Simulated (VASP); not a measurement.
A run of VASP 6.6.1 is set up as follows.

Contents of INCAR:

```
ALGO = Normal
EDIFF = 1E-7
ENCUT = 520
GGA = PE
ISIF = 2
ISMEAR = -1
LASPH = True
LCHARG = False
LREAL = False
LWAVE = False
NBANDS = 20
NELM = 100
PREC = Accurate
SIGMA = 0.06122561905347299
```

File KPOINTS:

```
k-points
0
Gamma
  13 13 13
```

File POSCAR:

```
SnO2
1.0
    0.0000000000      2.5714428430      2.5714428430
    2.5714428430      0.0000000000      2.5714428430
    2.5714428430      2.5714428430      0.0000000000
Sn O
1 2
Direct
    0.0000000000      0.0000000000      0.0000000000
    0.2500000000      0.2500000000      0.2500000000
    0.7500000000      0.7500000000      0.7500000000
```

Potentials or basis: VASP PAW PBE potentials, release 64 (Sn_d, O).

Command:

```console
$ cat potpaw_PBE.64/Sn_d/POTCAR potpaw_PBE.64/O/POTCAR > POTCAR
$ mpirun -np 1 vasp_std > vasp.out
```

(1) Estimate the pressure.

(2) What does it give for the band gap on the k mesh?

Results:

(1) 0.6 GPa.

(2) zero (bands 13 and 14 overlap by 0.11 eV).

Caveat: semilocal functionals underestimate gaps, and a narrow one can read as zero; spin-orbit coupling is left out, which moves the levels of the heavy elements.
